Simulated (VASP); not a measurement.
# Mg3H2 (R-3c) in VASP: notebook

The runs below take Mg3H2 through single point, relaxation of cell and atoms, with PBE.

All numbers are computed with VASP 6.6.1; they aren't measurements. Logs are shortened: lines on timing, memory, paths and dates and some standing lists are left out, and cuts for length are marked.

**1. The cell of the first run**

Symmetry: R-3c, No. 167, trigonal system. The conventional cell has a = 5.542 Å, b = 5.542 Å, c = 15.561 Å, α = 90.00°, β = 90.00°, γ = 120.00°. Mg (site symmetry 2) has 4 H at 2.21 to 2.30 Å within 2.9 Å. H (site symmetry 3) has 6 Mg at 2.21 to 2.30 Å and 1 H at 2.46 Å within 2.9 Å.

**2. Single point, PBE**

File INCAR:

```
PREC = Accurate
ENCUT = 520
EDIFF = 1E-6
ISMEAR = 0
SIGMA = 0.1
LREAL = F
LASPH = T
NELM = 80
ALGO = Normal
ISIF = 2
LWAVE = F
LCHARG = F
GGA = PE
NBANDS = 19
```

File KPOINTS:

```
Automatic mesh
0
Gamma
  6 6 6
```

File POSCAR:

```
Mg3H2
1.0
    2.7709930103      1.5998335604      5.1869687471
   -2.7709930103      1.5998335604      5.1869687471
    0.0000000000     -3.1996671208      5.1869687470
Mg H
6 4
Direct
    0.0824802344      0.4175197656      0.7500000000
    0.7500000000      0.0824802344      0.4175197656
    0.4175197656      0.7500000000      0.0824802344
    0.9175197656      0.5824802344      0.2500000000
    0.2500000000      0.9175197656      0.5824802344
    0.5824802344      0.2500000000      0.9175197656
    0.8289245585      0.8289245585      0.8289245585
    0.6710754415      0.6710754415      0.6710754415
    0.1710754415      0.1710754415      0.1710754415
    0.3289245585      0.3289245585      0.3289245585
```

Potentials or basis: VASP PAW PBE potentials, release 64 (Mg, H).

Launch:

```console
> cat potpaw_PBE.64/Mg/POTCAR potpaw_PBE.64/H/POTCAR > POTCAR
> mpirun -np 1 vasp_std > vasp.out
```

OUTCAR:

```text
PREC = Accurate
   ENCUT = 520
   EDIFF = 1E-6
   ISMEAR = 0
   LREAL = F
   LASPH = T
   NELM = 80
   ISIF = 2
   GGA = PE

 ion  position               nearest neighbor table
   1  0.082  0.418  0.750-   7 2.21   8 2.21   4 3.18   4 3.18   6 3.19   5 3.19   5 3.19   6 3.19
                             3 3.19   2 3.19   2 3.20   3 3.20   3 3.20   2 3.20
   2  0.750  0.082  0.418-   7 2.21   8 2.21   5 3.18   5 3.18   6 3.19   6 3.19   4 3.19   4 3.19
                             3 3.19   1 3.19   1 3.20   3 3.20   3 3.20   1 3.20
   3  0.418  0.750  0.082-   8 2.21   7 2.21   6 3.18   6 3.18   5 3.19   5 3.19   4 3.19   4 3.19
                             2 3.19   1 3.19   1 3.20   2 3.20   2 3.20   1 3.20
   4  0.918  0.582  0.250-   9 2.21  10 2.21   1 3.18   1 3.18   2 3.19   3 3.19   2 3.19   3 3.19
                             5 3.19   6 3.19   5 3.20   6 3.20   6 3.20   5 3.20
   5  0.250  0.918  0.582-   9 2.21  10 2.21   2 3.18   2 3.18   3 3.19   3 3.19   1 3.19   1 3.19
                             6 3.19   4 3.19   4 3.20   6 3.20   6 3.20   4 3.20
   6  0.582  0.250  0.918-  10 2.21   9 2.21   3 3.18   3 3.18   2 3.19   2 3.19   1 3.19   1 3.19
                             5 3.19   4 3.19   4 3.20   5 3.20   5 3.20   4 3.20
   7  0.829  0.829  0.829-   2 2.21   1 2.21   3 2.21
   8  0.671  0.671  0.671-   3 2.21   1 2.21   2 2.21
   9  0.171  0.171  0.171-   5 2.21   4 2.21   6 2.21
  10  0.329  0.329  0.329-   6 2.21   4 2.21   5 2.21

  LATTYP: Found a trigonal (rhomboedric) cell.
 ALAT       =     6.0944658886
 COS(alpha) =     0.5865437560

  Lattice vectors:

 A1 = (   2.7709930103,   1.5998335604,   5.1869687471)
 A2 = (  -2.7709930103,   1.5998335604,   5.1869687471)
 A3 = (   0.0000000000,  -3.1996671208,   5.1869687470)

Analysis of symmetry for initial positions (statically):
=====================================================================
 Subroutine PRICEL returns:
 Original cell was already a primitive cell.

 Routine SETGRP: Setting up the symmetry group for a
 trigonal (rhombohedral) supercell.

 Subroutine GETGRP returns: Found 12 space group operations
 (whereof  6 operations were pure point group operations)
 out of a pool of 12 trial point group operations.

The static configuration has the point symmetry S_6 .
 The point group associated with its full space group is D_3d.

Analysis of symmetry for dynamics (positions and initial velocities):
=====================================================================
 Subroutine PRICEL returns:
 Original cell was already a primitive cell.

 Routine SETGRP: Setting up the symmetry group for a
 trigonal (rhombohedral) supercell.

 Subroutine GETGRP returns: Found 12 space group operations
 (whereof  6 operations were pure point group operations)
 out of a pool of 12 trial point group operations.

The dynamic configuration has the point symmetry S_6 .
 The point group associated with its full space group is D_3d.

 Subroutine INISYM returns: Found 12 space group operations
 (whereof  6 operations are pure point group operations),
 and found     1 'primitive' translations

----------------------------------------------------------------------------------------

                                     Primitive cell

  volume of cell :     137.9670

  direct lattice vectors                    reciprocal lattice vectors
     2.770993010  1.599833560  5.186968747     0.180440729  0.104177504  0.064263609
    -2.770993010  1.599833560  5.186968747    -0.180440729  0.104177504  0.064263609
     0.000000000 -3.199667121  5.186968747     0.000000000 -0.208355007  0.064263609

  length of vectors
     6.094465889  6.094465889  6.094465889     0.218040410  0.218040410  0.218040410

  position of ions in fractional coordinates (direct lattice)
     0.082480234  0.417519766  0.750000000
     0.750000000  0.082480234  0.417519766
     0.417519766  0.750000000  0.082480234
     0.917519766  0.582480234  0.250000000
     0.250000000  0.917519766  0.582480234
     0.582480234  0.250000000  0.917519766
     0.828924558  0.828924558  0.828924558
     0.671075442  0.671075442  0.671075442
     0.171075442  0.171075442  0.171075442
     0.328924558  0.328924558  0.328924558

  ion indices of the primitive-cell ions
   primitive index   ion index
                 1           1
                 2           2
                 3           3
                 4           4
                 5           5
                 6           6
                 7           7
                 8           8
                 9           9
                10          10

----------------------------------------------------------------------------------------

 KPOINTS: Automatic mesh

Automatic generation of k-mesh.
 Grid dimensions read from file:
 generate k-points for:    6    6    6

 Generating k-lattice:

  Cartesian coordinates                     Fractional coordinates (reciprocal lattice)
     0.030073455  0.017362917  0.010710602     0.166666667  0.000000000  0.000000000
    -0.030073455  0.017362917  0.010710602     0.000000000  0.166666667  0.000000000
     0.000000000 -0.034725835  0.010710602     0.000000000  0.000000000  0.166666667

  Length of vectors
     0.036340068  0.036340068  0.036340068

  Shift w.r.t. Gamma in fractional coordinates (k-lattice)
     0.000000000  0.000000000  0.000000000

 Subroutine IBZKPT returns following result:
 ===========================================

 Found     32 irreducible k-points:

 Following reciprocal coordinates:
            Coordinates               Weight
  0.000000  0.000000  0.000000      1.000000
  0.166667  0.000000 -0.000000      6.000000
  0.333333  0.000000 -0.000000      6.000000
  0.500000  0.000000 -0.000000      3.000000
  0.166667  0.166667 -0.000000      6.000000
  0.333333  0.166667 -0.000000     12.000000
[... 16 lines left out ...]
  0.500000  0.500000  0.166667      6.000000
 -0.333333  0.500000  0.166667     12.000000
 [... further k-points ...]
   k-points           NKPTS =     32   k-points in BZ     NKDIM =     32   number of bands    NBANDS=     19
   number of dos      NEDOS =    301   number of ions     NIONS =     10
   total plane-waves  NPLWV = 110592
   dimension x,y,z NGX =    48 NGY =   48 NGZ =   48
   dimension x,y,z NGXF=    96 NGYF=   96 NGZF=   96
   ions per type =               6   4
   NGX,Y,Z   is equivalent  to a cutoff of  13.09, 13.09, 13.09 a.u.
   NGXF,Y,Z  is equivalent  to a cutoff of  26.19, 26.19, 26.19 a.u.
 SYSTEM =  unknown system
   PREC   = accura    normal or accurate (medium, high low for compatibility)
   ISTART =      0    job   : 0-new  1-cont  2-samecut
   ICHARG =      2    charge: 1-file 2-atom 10-const
   ISPIN  =      1    spin polarized calculation?
   LNONCOLLINEAR =      F non collinear calculations
   LSORBIT =      F    spin-orbit coupling
   LASPH  =      T    aspherical Exc in radial PAW
   ENCUT  =  520.0 eV  38.22 Ry    6.18 a.u.  11.33 11.33 11.33*2*pi/ulx,y,z
   NELM   =     80;   NELMIN=  2; NELMDL= -5     # of ELM steps
   EDIFF  = 0.1E-05   stopping-criterion for ELM
   LREAL  =      F    real-space projection
   EDIFFG = 0.1E-04   stopping-criterion for IOM
   NSW    =      0    number of steps for IOM
   IBRION =     -1    ionic relax: 0-MD 1-quasi-New 2-CG
   NFREE  =      0    steps in history (QN), initial steepest desc. (CG)
   ISIF   =      2    stress and relaxation
   ISYM   =      2    0-nonsym 1-usesym 2-fastsym
   POTIM  = 0.5000    time-step for ionic-motion
   TEBEG  =    0.0;   TEEND  =   0.0 temperature during run
   PSTRESS=    0.0 pullay stress
   NELECT =      16.0000    total number of electrons
   NUPDOWN=      -1.0000    fix difference up-down
   EMIN   =  10.00;   EMAX   =-10.00  energy-range for DOS
   EFERMI =   0.00;   METHOD = LEGACY
   ISMEAR =     0;   SIGMA  =   0.10  broadening in eV -4-tet -1-fermi 0-gaus
   EFERMI_NEDOS =   21; number of points for ismear=-14 and -15
   IALGO  =     38    algorithm
   IMIX   =      4    mixing-type and parameters
     AMIX     =   0.40;   BMIX     =  1.00
     AMIX_MAG =   1.60;   BMIX_MAG =  1.00
  volume/ion in A,a.u.               =      13.80        93.10
  Fermi-wavevector in a.u.,A,eV,Ry     =   0.798343  1.508650  8.671705  0.637352
  Thomas-Fermi vector in A             =   1.905236
   LORBIT       =      0    0 simple, 1 ext, 2 COOP (PROOUT), +10 PAW based schemes
   GGA     = PE    functional components
   LHFCALC =     F    Hartree Fock is set to
   AEXX    =    0.0000 exact exchange contribution
   IVDW    =     0    specifies the selected vdW correction
   LEPSILON=     F    determine dielectric tensor
   LRPA    =     F    only Hartree local field effects (RPA)
 non-spin polarized calculation
 Gauss-broadening in eV      SIGMA  =   0.10
  energy-cutoff  :      520.00
  volume of cell :      137.97
 maximum number of plane-waves:      3751
 NGX is ok and might be reduce to    48
   NGX = 23   NGY = 23   NGZ = 23

 number of electron      16.0000001 magnetization

 Free energy of the ion-electron system (eV)
  ---------------------------------------------------
  ext. energy  EPLUGINS =         0.00000000
  ---------------------------------------------------
  free energy    TOTEN  =       -21.50402943 eV

  energy without entropy =      -21.48688760  energy(sigma->0) =      -21.49545852

 E-fermi :   3.1980     XC(G=0):  -8.9333

 val. band max:        3.1628335787   @ k =  -0.1667   0.5000   0.1667
 cond. band min:       3.2011928122   @ k =   0.5000   0.3333   0.3333
 fundamental gap:      0.0383592335
 Fermi energy:         3.1979754964

 k-point     1 :       0.0000    0.0000    0.0000
  band No.  band energies     occupation
      1      -5.7768      2.00000
      2      -2.2964      2.00000
      3      -2.1975      2.00000
      4      -0.6105      2.00000
      5       1.4321      2.00000
      6       2.4468      2.00000
[... 11 lines left out ...]
     18      11.8061      0.00000
     19      11.8300      0.00000
[... 489 lines left out ...]
      3      -2.8327      2.00000
      4      -2.5321      2.00000
      5       0.1951      2.00000
      6       1.0819      2.00000
[... 11 lines left out ...]
     18       9.0097      0.00000
     19       9.1702      0.00000

 [... further k-points ...]

------------------------ aborting loop because EDIFF is reached ----------------------------------------

  FORCE on cell =-STRESS in cart. coord.  units (eV):
  Direction    XX          YY          ZZ          XY          YZ          ZX
  --------------------------------------------------------------------------------------
  -------------------------------------------------------------------------------------
  Total       -0.1411934     -0.1411934     -0.2856671     -0.0000000     -0.0000000      0.0000000
  in kB       -1.6396451     -1.6396451     -3.3173836     -0.0000000     -0.0000000      0.0000000
  external PRESSURE =      -2.1988913 kB  Pullay stress =       0.0000000 kB

 VOLUME and BASIS-vectors are now :
 -----------------------------------------------------------------------------
  energy-cutoff  :      520.00
  volume of cell :      137.97
      direct lattice vectors                 reciprocal lattice vectors
     2.770993010  1.599833560  5.186968747     0.180440729  0.104177504  0.064263609
    -2.770993010  1.599833560  5.186968747    -0.180440729  0.104177504  0.064263609
     0.000000000 -3.199667121  5.186968747     0.000000000 -0.208355007  0.064263609

 POSITION                                       TOTAL-FORCE (eV/Angst)
 -----------------------------------------------------------------------------------
     -0.92839     -1.59983      6.48371         0.013573      0.000000     -0.000000
      1.84969     -0.00409      6.48371        -0.006786      0.011754      0.000000
     -0.92130      1.60393      6.48371        -0.006786     -0.011754     -0.000000
      0.92839      1.59983      9.07720        -0.013573     -0.000000     -0.000000
     -1.84969      0.00409      9.07720         0.006786     -0.011754     -0.000000
      0.92130     -1.60393      9.07720         0.006786      0.011754      0.000000
      0.00000      0.00000     12.89882         0.000000      0.000000     -0.020644
      0.00000      0.00000     10.44254         0.000000      0.000000      0.020644
      0.00000      0.00000      2.66209         0.000000     -0.000000      0.020644
      0.00000      0.00000      5.11836         0.000000     -0.000000     -0.020644
 -----------------------------------------------------------------------------------
    total drift:                                0.000000     -0.000000     -0.000000

  FREE ENERGIE OF THE ION-ELECTRON SYSTEM (eV)
  ---------------------------------------------------
  free  energy   TOTEN  =       -21.5040294308 eV

  energy  without entropy=      -21.4868876006  energy(sigma->0) =      -21.49545852
```

It took 64 s on 1 thread of AMD EPYC 9R45 (Zen 5), shared host; peak memory 0.31 GiB.

Results:

- Free energy: -21.5040 eV
- Pressure: -0.2 GPa
- Largest force: 0.021 eV/Å
- Band gap on the k mesh: zero (bands 8 and 9 overlap by 2.21 eV)

Forces on the atoms (eV/Å):
```
Mg   0.014  0.000  0.000
Mg  -0.007  0.012  0.000
Mg  -0.007 -0.012  0.000
Mg  -0.014  0.000  0.000
Mg   0.007 -0.012  0.000
Mg   0.007  0.012  0.000
H    0.000  0.000 -0.021
H    0.000  0.000  0.021
H    0.000  0.000  0.021
H    0.000  0.000 -0.021
```

Stress tensor (GPa, compression positive):
```
-0.16  0.00  0.00
 0.00 -0.16  0.00
 0.00  0.00 -0.33
```

(Continued in part 2 of 2.)
